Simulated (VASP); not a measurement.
# TePb (Fm-3m) in VASP: a series of runs, part 2 of 2

VASP 6.6.1. The steps go on from the part before.

## 3. Single point, BLYP+D3(BJ)

Contents of INCAR:

```
SYSTEM = TePb
PREC = Accurate
ENCUT = 520
EDIFF = 1E-6
ISMEAR = -1
SIGMA = 0.05
LREAL = .False.
LASPH = .True.
NELM = 80
ALGO = Normal
ISIF = 2
LWAVE = .False.
LCHARG = .True.
GGA = B5
ALDAX = 1.0
AGGAX = 1.0
AGGAC = 1.0
ALDAC = 0.0
IVDW = 12
VDW_S6 = 1.0
VDW_S8 = 2.6996
VDW_A1 = 0.4298
VDW_A2 = 4.2359
LELF = .True.
LVHAR = .True.
NBANDS = 17
```

Contents of KPOINTS:

```
Automatic mesh
0
Gamma
  7 7 7
  0 0 0
```

Contents of POSCAR:

```
TePb
1.0
    0.0000000000      3.2093147829      3.2093147829
    3.2093147829      0.0000000000      3.2093147829
    3.2093147829      3.2093147829      0.0000000000
Pb Te
1 1
Direct
    0.0000000000      0.0000000000      0.0000000000
    0.5000000000      0.5000000000      0.5000000000
```

Potentials or basis: VASP PAW PBE potentials, release 64 (Pb_d, Te).

Started as:

```bash
cat potpaw_PBE.64/Pb_d/POTCAR potpaw_PBE.64/Te/POTCAR > POTCAR
mpirun -np 1 vasp_std > vasp.out
```

OUTCAR:

```text
SYSTEM = TePb
   PREC = Accurate
   ENCUT = 520
   EDIFF = 1E-6
   ISMEAR = -1
   LREAL = .False.
   LASPH = .True.
   NELM = 80
   ISIF = 2
   GGA = B5
   IVDW = 12
 IVDW          = 12

 ion  position               nearest neighbor table
   1  0.000  0.000  0.000-   2 3.21   2 3.21   2 3.21   2 3.21   2 3.21   2 3.21
   2  0.500  0.500  0.500-   1 3.21   1 3.21   1 3.21   1 3.21   1 3.21   1 3.21

  LATTYP: Found a face centered cubic cell.
 ALAT       =     6.4186295658

  Lattice vectors:

 A1 = (   0.0000000000,   3.2093147829,   3.2093147829)
 A2 = (   3.2093147829,   0.0000000000,   3.2093147829)
 A3 = (   3.2093147829,   3.2093147829,   0.0000000000)

Analysis of symmetry for initial positions (statically):
=====================================================================
 Subroutine PRICEL returns:
 Original cell was already a primitive cell.

 Routine SETGRP: Setting up the symmetry group for a
 face centered cubic supercell.

 Subroutine GETGRP returns: Found 48 space group operations
[... 9 lines left out ...]

 Routine SETGRP: Setting up the symmetry group for a
 face centered cubic supercell.

 Subroutine GETGRP returns: Found 48 space group operations
[... 11 lines left out ...]
                                     Primitive cell

  volume of cell :      66.1100

  direct lattice vectors                    reciprocal lattice vectors
     0.000000000  3.209314783  3.209314783    -0.155796497  0.155796497  0.155796497
     3.209314783  0.000000000  3.209314783     0.155796497 -0.155796497  0.155796497
     3.209314783  3.209314783  0.000000000     0.155796497  0.155796497 -0.155796497

  length of vectors
     4.538656492  4.538656492  4.538656492     0.269847448  0.269847448  0.269847448

  position of ions in fractional coordinates (direct lattice)
     0.000000000  0.000000000  0.000000000
     0.500000000  0.500000000  0.500000000

  ion indices of the primitive-cell ions
   primitive index   ion index
                 1           1
                 2           2

----------------------------------------------------------------------------------------

 KPOINTS: Automatic mesh

Automatic generation of k-mesh.
 Grid dimensions read from file:
 generate k-points for:    7    7    7

 Generating k-lattice:

  Cartesian coordinates                     Fractional coordinates (reciprocal lattice)
    -0.022256642  0.022256642  0.022256642     0.142857143  0.000000000  0.000000000
     0.022256642 -0.022256642  0.022256642     0.000000000  0.142857143  0.000000000
     0.022256642  0.022256642 -0.022256642     0.000000000  0.000000000  0.142857143

  Length of vectors
     0.038549635  0.038549635  0.038549635

  Shift w.r.t. Gamma in fractional coordinates (k-lattice)
     0.000000000  0.000000000  0.000000000

 Subroutine IBZKPT returns following result:
 ===========================================

 Found     20 irreducible k-points:

 Following reciprocal coordinates:
            Coordinates               Weight
  0.000000  0.000000  0.000000      1.000000
  0.142857  0.000000  0.000000      8.000000
  0.285714  0.000000  0.000000      8.000000
  0.428571  0.000000  0.000000      8.000000
  0.142857  0.142857  0.000000      6.000000
  0.285714  0.142857  0.000000     24.000000
[... 12 lines left out ...]
 -0.428571  0.428571  0.142857     24.000000
 -0.285714  0.428571  0.142857     24.000000
   k-points           NKPTS =     20   k-points in BZ     NKDIM =     20   number of bands    NBANDS=     17
   number of dos      NEDOS =    301   number of ions     NIONS =      2
   total plane-waves  NPLWV =  46656
   dimension x,y,z NGX =    36 NGY =   36 NGZ =   36
   dimension x,y,z NGXF=    72 NGYF=   72 NGZF=   72
   ions per type =               1   1
   NGX,Y,Z   is equivalent  to a cutoff of  13.19, 13.19, 13.19 a.u.
   NGXF,Y,Z  is equivalent  to a cutoff of  26.37, 26.37, 26.37 a.u.
 SYSTEM =  TePb
   PREC   = accura    normal or accurate (medium, high low for compatibility)
   ISTART =      0    job   : 0-new  1-cont  2-samecut
   ICHARG =      2    charge: 1-file 2-atom 10-const
   ISPIN  =      1    spin polarized calculation?
   LNONCOLLINEAR =      F non collinear calculations
   LSORBIT =      F    spin-orbit coupling
   LASPH  =      T    aspherical Exc in radial PAW
   ENCUT  =  520.0 eV  38.22 Ry    6.18 a.u.   8.44  8.44  8.44*2*pi/ulx,y,z
   NELM   =     80;   NELMIN=  2; NELMDL= -5     # of ELM steps
   EDIFF  = 0.1E-05   stopping-criterion for ELM
   LREAL  =      F    real-space projection
   EDIFFG = 0.1E-04   stopping-criterion for IOM
   NSW    =      0    number of steps for IOM
   IBRION =     -1    ionic relax: 0-MD 1-quasi-New 2-CG
   NFREE  =      0    steps in history (QN), initial steepest desc. (CG)
   ISIF   =      2    stress and relaxation
   ISYM   =      2    0-nonsym 1-usesym 2-fastsym
   POTIM  = 0.5000    time-step for ionic-motion
   TEBEG  =    0.0;   TEEND  =   0.0 temperature during run
   PSTRESS=    0.0 pullay stress
   NELECT =      20.0000    total number of electrons
   NUPDOWN=      -1.0000    fix difference up-down
   EMIN   =  10.00;   EMAX   =-10.00  energy-range for DOS
   EFERMI =   0.00;   METHOD = LEGACY
   ISMEAR =    -1;   SIGMA  =   0.05  broadening in eV -4-tet -1-fermi 0-gaus
   EFERMI_NEDOS =   21; number of points for ismear=-14 and -15
   IALGO  =     38    algorithm
   IMIX   =      4    mixing-type and parameters
     AMIX     =   0.40;   BMIX     =  1.00
     AMIX_MAG =   1.60;   BMIX_MAG =  1.00
  volume/ion in A,a.u.               =      33.05       223.07
  Fermi-wavevector in a.u.,A,eV,Ry     =   1.098995  2.076800 16.432991  1.207791
  Thomas-Fermi vector in A             =   2.235382
   LORBIT       =      0    0 simple, 1 ext, 2 COOP (PROOUT), +10 PAW based schemes
   GGA     = B5    functional components
   LHFCALC =     F    Hartree Fock is set to
   AEXX    =    0.0000 exact exchange contribution
   IVDW    =    12    specifies the selected vdW correction
   LEPSILON=     F    determine dielectric tensor
   LRPA    =     F    only Hartree local field effects (RPA)
 non-spin polarized calculation
  energy-cutoff  :      520.00
  volume of cell :       66.11
 maximum number of plane-waves:      1807
 NGX is ok and might be reduce to    36
   NGX = 17   NGY = 17   NGZ = 17

 number of electron      20.0000000 magnetization

 Free energy of the ion-electron system (eV)
  ---------------------------------------------------
  ext. energy  EPLUGINS =         0.00000000
  ---------------------------------------------------
  free energy    TOTEN  =        -6.20083005 eV

  energy without entropy =       -6.20082844  energy(sigma->0) =       -6.20082925

 E-fermi :   6.7924     XC(G=0):  -8.7871

 val. band max:        6.2615158104   @ k =   0.4286   0.0000   0.0000
 cond. band min:       7.3148574158   @ k =   0.4286   0.0000   0.0000
 fundamental gap:      1.0533416054
 Fermi energy:         6.7923789382

 k-point     1 :       0.0000    0.0000    0.0000
  band No.  band energies     occupation
      1     -10.4230      2.00000
      2     -10.4230      2.00000
      3     -10.4077      2.00000
      4     -10.4077      2.00000
      5     -10.4077      2.00000
      6      -5.8486      2.00000
[... 9 lines left out ...]
     16      12.3131      0.00000
     17      14.0479      0.00000

 k-point     2 :       0.1429    0.0000    0.0000
  band No.  band energies     occupation
      1     -10.4256      2.00000
      2     -10.4256      2.00000
      3     -10.4071      2.00000
      4     -10.4047      2.00000
      5     -10.4047      2.00000
      6      -5.6702      2.00000
[... 9 lines left out ...]
     16      12.6874      0.00000
     17      15.3352      0.00000

 k-point     3 :       0.2857    0.0000    0.0000
  band No.  band energies     occupation
      1     -10.4325      2.00000
      2     -10.4325      2.00000
      3     -10.4061      2.00000
      4     -10.3970      2.00000
      5     -10.3970      2.00000
      6      -5.1641      2.00000
[... 312 lines left out ...]
 k-point    19 :      -0.4286    0.4286    0.1429
  band No.  band energies     occupation
      1     -10.4775      2.00000
      2     -10.4194      2.00000
      3     -10.4110      2.00000
      4     -10.3878      2.00000
      5     -10.3812      2.00000
      6      -4.1166      2.00000
[... 9 lines left out ...]
     16      16.7640      0.00000
     17      17.4526      0.00000

 k-point    20 :      -0.2857    0.4286    0.1429
  band No.  band energies     occupation
      1     -10.4706      2.00000
      2     -10.4255      2.00000
      3     -10.4030      2.00000
      4     -10.3953      2.00000
      5     -10.3813      2.00000
      6      -3.9766      2.00000
[... 9 lines left out ...]
     16      16.8377      0.00000
     17      17.3729      0.00000

------------------------ aborting loop because EDIFF is reached ----------------------------------------

 Edisp (eV)   -1.96307

 E8    (eV) :    -1.5128

  FORCE on cell =-STRESS in cart. coord.  units (eV):
  Direction    XX          YY          ZZ          XY          YZ          ZX
  --------------------------------------------------------------------------------------
  -------------------------------------------------------------------------------------
  Total       0.68258     0.68258     0.68258     0.00000     0.00000    -0.00000
  in kB      16.54232    16.54232    16.54232     0.00000     0.00000    -0.00000
  external pressure =       16.54 kB  Pullay stress =        0.00 kB

 VOLUME and BASIS-vectors are now :
 -----------------------------------------------------------------------------
  energy-cutoff  :      520.00
  volume of cell :       66.11
      direct lattice vectors                 reciprocal lattice vectors
     0.000000000  3.209314783  3.209314783    -0.155796497  0.155796497  0.155796497
     3.209314783  0.000000000  3.209314783     0.155796497 -0.155796497  0.155796497
     3.209314783  3.209314783  0.000000000     0.155796497  0.155796497 -0.155796497

 POSITION                                       TOTAL-FORCE (eV/Angst)
 -----------------------------------------------------------------------------------
      0.00000      0.00000      0.00000         0.000000      0.000000      0.000000
      3.20931      3.20931      3.20931        -0.000000     -0.000000     -0.000000
 -----------------------------------------------------------------------------------
    total drift:                               -0.000000      0.000000      0.000000

  FREE ENERGIE OF THE ION-ELECTRON SYSTEM (eV)
  ---------------------------------------------------
  free  energy   TOTEN  =        -8.1639012380 eV

  energy  without entropy=       -8.1638996236  energy(sigma->0) =       -8.16390043
```

stdout:

```text
POSCAR found type information on POSCAR PbTe
 POSCAR found :  2 types and       2 ions
 scaLAPACK will be used
 -----------------------------------------------------------------------------
|                                                                             |
|                                                                             |
|     You enforced a specific xc type in the INCAR file but a different       |
|     I HOPE YOU KNOW WHAT YOU ARE DOING!                                     |
|                                                                             |
 -----------------------------------------------------------------------------

 LDA part: xc-table for (Slater(with rela. corr.)+VWN5), standard interpolation
 POSCAR, INCAR and KPOINTS ok, starting setup
 FFT: planning ... GRIDC
 FFT: planning ... GRID_SOFT
 FFT: planning ... GRID
 WAVECAR not read
 entering main loop
```

Run time: 90 s. Hardware: 1 thread of AMD EPYC 7R13, shared host; peak memory 0.19 GiB.

What came out:

```
Free energy                : -8.1639 eV
Pressure                   : 1.7 GPa
Dispersion energy per atom : -0.982 eV
```

Caveat: this odd mesh misses L, where the gap lies, so gap, dielectric constants and Born charges aren't listed; the PAW data sets were made with another functional, which shifts forces and pressure a little; spin-orbit coupling is left out, which moves the levels of the heavy elements.

## 4. Single point, PBE+D4

This run uses another cell than the first one, of 33.73 Å³/atom, 1.020 times its volume.

Contents of INCAR:

```
SYSTEM = TePb
PREC = Accurate ; ENCUT = 520
EDIFF = 1E-6 ; ISMEAR = -1
SIGMA = 0.05 ; LREAL = .False.
LASPH = .True. ; NELM = 100
ALGO = Normal ; ISIF = 2
LWAVE = .False. ; LCHARG = .False.
GGA = PE ; IVDW = 13
NBANDS = 17
```

Contents of KPOINTS:

```
regular mesh
0
Gamma
  7 7 7
  0 0 0
```

Contents of POSCAR:

```
TePb
1.0
    0.0000000000      3.2310000000      3.2310000000
    3.2310000000      0.0000000000      3.2310000000
    3.2310000000      3.2310000000      0.0000000000
Pb Te
1 1
Direct
    0.0000000000      0.0000000000      0.0000000000
    0.5000000000      0.5000000000      0.5000000000
```

Started as:

```bash
cat potpaw_PBE.64/Pb_d/POTCAR potpaw_PBE.64/Te/POTCAR > POTCAR
mpirun -np 1 vasp_std > vasp.out
```

Run time: 59 s. Hardware: 1 thread of AMD EPYC 7R13, shared host; peak memory 0.18 GiB.

Results (log left out):

```yaml
Free_energy: -8.3783 eV
Pressure: 0.1 GPa
Dispersion_energy_per_atom: -0.438 eV
```

Levels at points of the mesh, in eV from the Fermi level:
```
           k point  band 8  band 9  band 10  band 11  band 12  band 13
(0.00, 0.00, 0.00)   -1.76   -1.76    -1.76     3.67     3.67     3.67
```

Caveat: this odd mesh misses L, where the gap lies, so gap, dielectric constants and Born charges aren't listed; spin-orbit coupling is left out, which moves the levels of the heavy elements.

## 5. The runs side by side

| level | cell | pressure (GPa) |
| --- | --- | --- |
| revPBE | a = 4.539 Å, angles 60.0°, 2 atoms | 4.2 |
| BLYP+D3(BJ) | a = 4.539 Å, angles 60.0°, 2 atoms | 1.7 |
| PBE+D4 | a = 4.569 Å, angles 60.0°, 2 atoms | 0.1 |

Alike in all rows: task single point; potentials or basis VASP PAW PBE potentials, release 64 (Pb_d, Te); no spin polarisation; k mesh 7 × 7 × 7; cutoff (eV) 520; smearing fermi-dirac 0.05 eV.

Caveats: spin-orbit coupling is left out, which moves the levels of the heavy elements; the PAW data sets were made with another functional, which shifts forces and pressure a little (some runs).

Absolute energies hang on the potentials; compare differences alone.
